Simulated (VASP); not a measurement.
# AlNi (Pm-3m) in VASP: notebook, part 2 of 2

VASP 6.6.1. Earlier steps stand in the parts before.

**5. Electric field gradients, PBE, collinear spin, ferromagnetic start**

This run uses another cell than the first one, of 11.96 Å³/atom.

The input, INCAR:

```
SYSTEM = AlNi
ALGO = Normal
EDIFF = 1E-8
ENCUT = 520
GGA = PE
ISIF = 2
ISMEAR = -1
ISPIN = 2
LASPH = .True.
LCHARG = .False.
LEFG = .True.
LMAXMIX = 4
LORBIT = 11
LREAL = .False.
LWAVE = .False.
MAGMOM = 0 1.5
NBANDS = 18
NELM = 150
PREC = Accurate
SIGMA = 0.05
```

The input, KPOINTS:

```
k-points
0
Gamma
  13 13 13
  0 0 0
```

The input, POSCAR:

```
AlNi
1.0
    2.8810000000      0.0000000000      0.0000000000
    0.0000000000      2.8810000000      0.0000000000
    0.0000000000      0.0000000000      2.8810000000
Al Ni
1 1
Direct
    0.0000000000      0.0000000000      0.0000000000
    0.5000000000      0.5000000000      0.5000000000
```

Potentials or basis: VASP PAW PBE potentials, release 64 (Al, Ni).

On the command line:

```
$ cat potpaw_PBE.64/Al/POTCAR potpaw_PBE.64/Ni/POTCAR > POTCAR
$ mpirun -np 1 vasp_std > vasp.out
```

OUTCAR:

```text
SYSTEM = AlNi
   EDIFF = 1E-8
   ENCUT = 520
   GGA = PE
   ISIF = 2
   ISMEAR = -1
   ISPIN = 2
   LASPH = .True.
   LORBIT = 11
   LREAL = .False.
   NELM = 150
   PREC = Accurate

 ion  position               nearest neighbor table
   1  0.000  0.000  0.000-   2 2.50   2 2.50   2 2.50   2 2.50   2 2.50   2 2.50   2 2.50   2 2.50

   2  0.500  0.500  0.500-   1 2.50   1 2.50   1 2.50   1 2.50   1 2.50   1 2.50   1 2.50   1 2.50

  LATTYP: Found a simple cubic cell.
 ALAT       =     2.8810000000

  Lattice vectors:

 A1 = (   2.8810000000,   0.0000000000,   0.0000000000)
 A2 = (   0.0000000000,   2.8810000000,   0.0000000000)
 A3 = (   0.0000000000,   0.0000000000,   2.8810000000)

Analysis of symmetry for initial positions (statically):
=====================================================================
 Subroutine PRICEL returns:
 Original cell was already a primitive cell.

 Routine SETGRP: Setting up the symmetry group for a
 simple cubic supercell.

 Subroutine GETGRP returns: Found 48 space group operations
 (whereof 48 operations were pure point group operations)
 out of a pool of 48 trial point group operations.

The static configuration has the point symmetry O_h .

Analysis of symmetry for dynamics (positions and initial velocities):
=====================================================================
 Subroutine PRICEL returns:
 Original cell was already a primitive cell.

 Routine SETGRP: Setting up the symmetry group for a
 simple cubic supercell.

 Subroutine GETGRP returns: Found 48 space group operations
 (whereof 48 operations were pure point group operations)
 out of a pool of 48 trial point group operations.

[... 1192 lines left out ...]
  -------------------------------------------------------------------------------------
  Total        0.2929968      0.2929968      0.2929968      0.0000000      0.0000000     -0.0000000
  in kB       19.6310554     19.6310554     19.6310554      0.0000000      0.0000000     -0.0000000
  external PRESSURE =      19.6310554 kB  Pullay stress =       0.0000000 kB

 VOLUME and BASIS-vectors are now :
 -----------------------------------------------------------------------------
  energy-cutoff  :      520.00
  volume of cell :       23.91
      direct lattice vectors                 reciprocal lattice vectors
     2.881000000  0.000000000  0.000000000     0.347101701  0.000000000  0.000000000
     0.000000000  2.881000000  0.000000000     0.000000000  0.347101701  0.000000000
     0.000000000  0.000000000  2.881000000     0.000000000  0.000000000  0.347101701

 POSITION                                       TOTAL-FORCE (eV/Angst)
 -----------------------------------------------------------------------------------
      0.00000      0.00000      0.00000         0.000000      0.000000      0.000000
      1.44050      1.44050      1.44050         0.000000      0.000000      0.000000
 -----------------------------------------------------------------------------------
    total drift:                                0.000000      0.000000     -0.000000

  FREE ENERGIE OF THE ION-ELECTRON SYSTEM (eV)
  ---------------------------------------------------
  free  energy   TOTEN  =       -10.5434569564 eV

  energy  without entropy=      -10.5385490895  energy(sigma->0) =      -10.54100302

 Electric field gradients (V/A^2)
---------------------------------------------------------------------
 ion       V_xx      V_yy      V_zz      V_xy      V_xz      V_yz
---------------------------------------------------------------------
   1      -0.000    -0.000     0.000     0.000     0.000     0.000
   2      -0.000    -0.000     0.000    -0.000     0.000     0.000
---------------------------------------------------------------------

 Electric field gradients after diagonalization (V/A^2)
 (convention: |V_zz| > |V_xx| > |V_yy|)
----------------------------------------------------------------------
 ion       V_xx      V_yy      V_zz     asymmetry (V_yy - V_xx)/ V_zz
----------------------------------------------------------------------
   1      -0.000    -0.000     0.000       0.077
   2      -0.000    -0.000     0.000       0.049
----------------------------------------------------------------------

           NMR quadrupolar parameters

 Cq : quadrupolar parameter    Cq=e*Q*V_zz/h
 eta: asymmetry parameters     (V_yy - V_xx)/ V_zz
 Q  : nuclear electric quadrupole moment in mb (millibarn)
----------------------------------------------------------------------
 ion       Cq(MHz)       eta       Q (mb)
----------------------------------------------------------------------
   1       0.000       0.077       1.000
   2       0.000       0.049       1.000
----------------------------------------------------------------------

 total charge

# of ion       s       p       d       tot
------------------------------------------
    1        0.384   0.413   0.000   0.797
    2        0.475   0.516   8.474   9.465
--------------------------------------------------
tot          0.859   0.930   8.474  10.263

 magnetization (x)

# of ion       s       p       d       tot
------------------------------------------
    1        0.000   0.000   0.000   0.000
    2       -0.000   0.000  -0.000  -0.000
--------------------------------------------------
tot          0.000   0.000  -0.000  -0.000
```

OSZICAR:

```text
N       E                     dE             d eps       ncg     rms          rms(c)
DAV:   1     0.457098256069E+02    0.45710E+02   -0.50824E+03  6232   0.757E+02
DAV:   2    -0.913323749888E+01   -0.54843E+02   -0.48166E+02  6560   0.163E+02
DAV:   3    -0.118062537536E+02   -0.26730E+01   -0.26171E+01  7332   0.366E+01
DAV:   4    -0.118416731873E+02   -0.35419E-01   -0.35390E-01  7052   0.374E+00
DAV:   5    -0.118424715182E+02   -0.79833E-03   -0.79828E-03  7074   0.608E-01    0.132E+01
DAV:   6    -0.142589401811E+02   -0.24165E+01   -0.43378E+01  6968   0.779E+01    0.174E+01
DAV:   7    -0.105656164078E+02    0.36933E+01   -0.13212E+01  6876   0.457E+01    0.186E+00
DAV:   8    -0.105560898324E+02    0.95266E-02   -0.37064E-01  7926   0.577E+00    0.108E+00
DAV:   9    -0.105432162691E+02    0.12874E-01   -0.37505E-02  7298   0.176E+00    0.630E-01
DAV:  10    -0.105435202740E+02   -0.30400E-03   -0.16169E-03  8214   0.370E-01    0.196E-01
DAV:  11    -0.105433877784E+02    0.13250E-03   -0.14365E-03  7952   0.320E-01    0.947E-02
DAV:  12    -0.105434617931E+02   -0.74015E-04   -0.20864E-04  7506   0.135E-01    0.395E-02
DAV:  13    -0.105434567634E+02    0.50297E-05   -0.18378E-05  7952   0.456E-02    0.108E-02
DAV:  14    -0.105434571378E+02   -0.37437E-06   -0.20558E-06  8134   0.135E-02    0.618E-03
DAV:  15    -0.105434569977E+02    0.14005E-06   -0.10613E-07  8562   0.293E-03    0.184E-03
DAV:  16    -0.105434569609E+02    0.36792E-07   -0.63619E-09  3724   0.773E-04    0.648E-04
DAV:  17    -0.105434569564E+02    0.45166E-08   -0.12532E-09  3300   0.317E-04
   1 F= -.10543457E+02 E0= -.10541003E+02  d E =-.490787E-02  mag=     0.0000
```

Run time: 23 s. Hardware: 1 thread of Intel Xeon 6975P-C (Granite Rapids), shared host; peak memory 0.19 GiB.

What came out:

```
Free energy                                           : -10.5435 eV
Pressure                                              : 2.0 GPa
Net moment                                            : 0.00 μB per cell
Largest electric field gradient by atom               : zero within the noise of the run
Valence electrons inside the program's atomic spheres : Al 0.80; Ni 9.46
```

Levels at points of the mesh, in eV from the Fermi level:
Spin up:
| k point | band 3 | band 4 | band 5 | band 6 | band 7 | band 8 | band 9 | band 10 |
| --- | --- | --- | --- | --- | --- | --- | --- | --- |
| (0.00, 0.00, 0.00) | -3.21 | -1.52 | -1.52 | -1.52 | 5.52 | 5.52 | 5.52 | 8.14 |
Spin down:
```
           k point  band 4  band 5  band 6  band 7  band 8  band 9
(0.00, 0.00, 0.00)   -1.52   -1.52   -1.52    5.52    5.52    5.52
```

**6. Electric field gradients, PBE, collinear spin, ferromagnetic start**

This run uses another cell than the first one, of 11.96 Å³/atom.

The input, INCAR:

```
ALGO = Normal
EDIFF = 1E-8
ENCUT = 520
GGA = PE
ISIF = 2
ISMEAR = -1
ISPIN = 2
LASPH = True
LCHARG = False
LEFG = True
LMAXMIX = 4
LORBIT = 11
LREAL = False
LWAVE = False
MAGMOM = 0 1.5
NBANDS = 18
NELM = 150
PREC = Accurate
SIGMA = 0.05
```

The input, KPOINTS:

```
k-points
0
Gamma
  13 13 13
```

POSCAR is that of step 5.

Potentials or basis: VASP PAW PBE potentials, release 64 (Al, Ni).

On the command line:

```
$ cat potpaw_PBE.64/Al/POTCAR potpaw_PBE.64/Ni/POTCAR > POTCAR
$ mpirun -np 1 vasp_std > vasp.out
```

OUTCAR:

```text
EDIFF = 1E-8
   ENCUT = 520
   GGA = PE
   ISIF = 2
   ISMEAR = -1
   ISPIN = 2
   LASPH = True
   LORBIT = 11
   LREAL = False
   NELM = 150
   PREC = Accurate

 ion  position               nearest neighbor table
   1  0.000  0.000  0.000-   2 2.50   2 2.50   2 2.50   2 2.50   2 2.50   2 2.50   2 2.50   2 2.50

   2  0.500  0.500  0.500-   1 2.50   1 2.50   1 2.50   1 2.50   1 2.50   1 2.50   1 2.50   1 2.50

  LATTYP: Found a simple cubic cell.
 ALAT       =     2.8810000000

  Lattice vectors:

 A1 = (   2.8810000000,   0.0000000000,   0.0000000000)
 A2 = (   0.0000000000,   2.8810000000,   0.0000000000)
[... 1254 lines left out ...]

 Electric field gradients after diagonalization (V/A^2)
 (convention: |V_zz| > |V_xx| > |V_yy|)
----------------------------------------------------------------------
 ion       V_xx      V_yy      V_zz     asymmetry (V_yy - V_xx)/ V_zz
----------------------------------------------------------------------
   1      -0.000    -0.000     0.000       0.077
   2      -0.000    -0.000     0.000       0.049
----------------------------------------------------------------------

           NMR quadrupolar parameters

 Cq : quadrupolar parameter    Cq=e*Q*V_zz/h
 eta: asymmetry parameters     (V_yy - V_xx)/ V_zz
 Q  : nuclear electric quadrupole moment in mb (millibarn)
----------------------------------------------------------------------
 ion       Cq(MHz)       eta       Q (mb)
----------------------------------------------------------------------
   1       0.000       0.077       1.000
   2       0.000       0.049       1.000
----------------------------------------------------------------------

 total charge

# of ion       s       p       d       tot
------------------------------------------
    1        0.384   0.413   0.000   0.797
    2        0.475   0.516   8.474   9.465
--------------------------------------------------
tot          0.859   0.930   8.474  10.263

 magnetization (x)

# of ion       s       p       d       tot
------------------------------------------
    1        0.000   0.000   0.000   0.000
    2       -0.000   0.000  -0.000  -0.000
--------------------------------------------------
tot          0.000   0.000  -0.000  -0.000
```

stdout:

```text
POSCAR found type information on POSCAR AlNi
 POSCAR found :  2 types and       2 ions
 scaLAPACK will be used
 LDA part: xc-table for (Slater+PW92), standard interpolation
 POSCAR, INCAR and KPOINTS ok, starting setup
 FFT: planning ... GRIDC
 FFT: planning ... GRID_SOFT
 FFT: planning ... GRID
 WAVECAR not read
 entering main loop
ion   1

ion   2
```

It took 23 s on 1 thread of Intel Xeon 6975P-C (Granite Rapids), shared host; peak memory 0.19 GiB.

What came out:

* Free energy: -10.5435 eV
* Pressure: 2.0 GPa
* Net moment: 0.00 μB per cell
* Largest electric field gradient by atom: zero within the noise of the run
* Valence electrons inside the program's atomic spheres: Al 0.80; Ni 9.46

Levels at points of the mesh, in eV from the Fermi level:
Spin up:
```csv
k point,band 4,band 5,band 6,band 7,band 8,band 9
"(0.00, 0.00, 0.00)",-1.52,-1.52,-1.52,5.52,5.52,5.52
```
Spin down:
| k point | band 4 | band 5 | band 6 | band 7 | band 8 | band 9 |
| --- | --- | --- | --- | --- | --- | --- |
| (0.00, 0.00, 0.00) | -1.52 | -1.52 | -1.52 | 5.52 | 5.52 | 5.52 |
